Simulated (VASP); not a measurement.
Wanted: the native input for a VASP 6.6.1 run.

```yaml
Task: single point
Functional: LDA
Potentials_or_basis: VASP PAW LDA potentials, release 64 (Zr_sv, B)
Cutoff: 520 eV
k_mesh: 3 × 3 × 2
Occupations: fermi-dirac, width 0.1 eV
Spin: no spin polarisation
Dipole_correction: no
Further_INCAR_settings: LREAL = Auto; ALGO = Normal; EDIFF = 1e-06; NBANDS = 88
```

The structure of Zr8B15 (a cell with a defect) lies in POSCAR:

```
Zr8B15
1.0
    6.2562506200      0.0000000100      0.0000000000
   -3.1281253200      5.4180711800      0.0000000000
    0.0000000000      0.0000000000      6.9579785800
Zr B
8 15
Direct
   -0.0004838965     -0.0046156647     -0.0037788274
   -0.0004832752     -0.0046147419      0.5008575350
   -0.0004845729      0.5043833699     -0.0037788274
   -0.0004826301      0.5043837390      0.5008572475
    0.5031196576      0.0016862080      0.0004328843
    0.5031188765      0.0016852852      0.4966459670
    0.4969339676      0.4985923782      0.0012296675
    0.4969323263      0.4985929319      0.4958486090
   -0.0605688258      0.2198413349      0.2485389945
    0.3412324563      0.1572998893      0.2485389945
    0.1655787086      0.3329153380      0.7485402463
    0.3337124631      0.1665533668      0.7485388091
    0.1669641538      0.8336080956      0.2485391382
    0.3412329700      0.6841851783      0.2485394257
    0.1691377303      0.8346948292      0.7485392403
    0.3337122535      0.6674107586      0.7485401026
    0.6671309095      0.3402926857      0.2485397131
    0.6638468198      0.3322798711      0.7485386654
    0.8315830271      0.1659175308      0.7485390965
    0.6671317376      0.8270910153      0.2485385633
    0.8319266814      0.6660896234      0.2485400005
    0.6638469525      0.8318192662      0.7485388091
    0.8289272609      0.6645896431      0.7485389528
```

The input as run:

INCAR

```
SYSTEM = Zr8B15
PREC = Accurate
ENCUT = 520
EDIFF = 1E-6
ISMEAR = -1
SIGMA = 0.1
LREAL = Auto
LASPH = .TRUE.
NELM = 80
ALGO = Normal
ISIF = 2
LWAVE = .FALSE.
LCHARG = .FALSE.
NBANDS = 88
```

KPOINTS

```
Automatic mesh
0
G
  3 3 2
  0 0 0
```

Potentials or basis: VASP PAW LDA potentials, release 64 (Zr_sv, B).

Command:

```sh
$ cat potpaw_LDA.64/Zr_sv/POTCAR potpaw_LDA.64/B/POTCAR > POTCAR
$ mpirun -np 1 vasp_std > vasp.out
```

Results of the run:

```yaml
Pressure: 3.2 GPa
Largest_force: 1.994 eV/Å
Band_gap_on_the_k_mesh: zero (an odd number of electrons rules out a gap without spin polarisation)
```

Caveat: the k points lie up to 0.45 Å⁻¹ apart, too coarse for converged energies and pressures of a metal.

Run time: 10 min on 1 thread of Intel Xeon 8259CL, with other jobs on the host, peak memory 0.34 GiB.
